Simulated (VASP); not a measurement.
Write the native input for VASP 6.6.1 that does the following.

| Property | Result |
| --- | --- |
| Task | single point |
| Functional | PBEsol |
| Potentials or basis | VASP PAW PBE potentials, release 64 (Ge_d) |
| Cutoff | 500 eV |
| k mesh | 6 × 6 × 6 |
| Occupations | fermi-dirac, width 0.03 eV |
| Spin | no spin polarisation |
| Dipole correction | no |
| Further INCAR settings | ALGO = Normal; EDIFF = 1e-06; NBANDS = 21 |

The structure of Ge lies in POSCAR:

```
Ge
1.0
    0.0000000000      2.8400659370      2.8400659370
    2.8400659370      0.0000000000      2.8400659370
    2.8400659370      2.8400659370      0.0000000000
Ge
2
Direct
    0.0000000000      0.0000000000      0.0000000000
    0.2500000000      0.2500000000      0.2500000000
```

One way to write it, as run:

INCAR

```
PREC = Accurate ; ENCUT = 500
EDIFF = 1E-6 ; ISMEAR = -1
SIGMA = 0.03 ; LREAL = F
LASPH = T ; NELM = 120
ALGO = Normal ; ISIF = 2
LWAVE = F ; LCHARG = F
GGA = PS ; NBANDS = 21
GGA_COMPAT = F
```

KPOINTS

```
Automatic mesh
0
Gamma
  6 6 6
```

Potentials or basis: VASP PAW PBE potentials, release 64 (Ge_d).

Launch:

```bash
$ cat potpaw_PBE.64/Ge_d/POTCAR > POTCAR
$ mpirun -np 1 vasp_std > vasp.out
```

It gave:

* Pressure: -0.2 GPa
* Band gap on the k mesh: zero (filled and empty bands touch)

Caveat: the PAW data sets were made with another functional, which shifts forces and pressure a little.

Wall time 30 s on 1 thread of Intel Xeon 8259CL, with other jobs on the host, peak memory 0.16 GiB.
